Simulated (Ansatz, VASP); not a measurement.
Te5W: VASP beside Ansatz

```
Te W
1.0
     0.00000    5.31066    5.31066
     5.31066    0.00000    5.31066
     5.31066    5.31066    0.00000
Te W
5 1
Direct
  0.63725 0.63725 0.63725
  0.63725 0.63725 0.08824
  0.63725 0.08824 0.63725
  0.08824 0.63725 0.63725
  0.25000 0.25000 0.25000
  0.50000 0.50000 0.50000
```

Alike in both runs: functional PBE; k mesh 4 × 4 × 4; occupations gaussian, width 0.1 eV; no spin polarisation.

Ansatz relaxed the structure, and its values are those at the end. VASP's run is a single point on that final structure, the one shown.

|  | VASP | Ansatz |
| --- | --- | --- |
| version | VASP 6.6.1 | Ansatz 0.2.0 |
| potentials or method | VASP PAW PBE potentials, release 64 (Te, W_sv), cutoff 500 eV | scalar-relativistic, plane waves, PAW |
| valence electrons in the cell | 44 | 94 |

```tsv
	VASP	Ansatz	Ansatz less VASP
gap on the k mesh at the Fermi level (eV)	none	none	-
pressure (GPa)	0.2	0.2	+0.03
```

A gap of «none» marks a metal or a gap that the smearing closes. VASP's potentials hold 44 valence electrons a cell and Ansatz's 94, so a difference there can come from the potentials and not from the codes.

Spin-orbit coupling is off throughout.
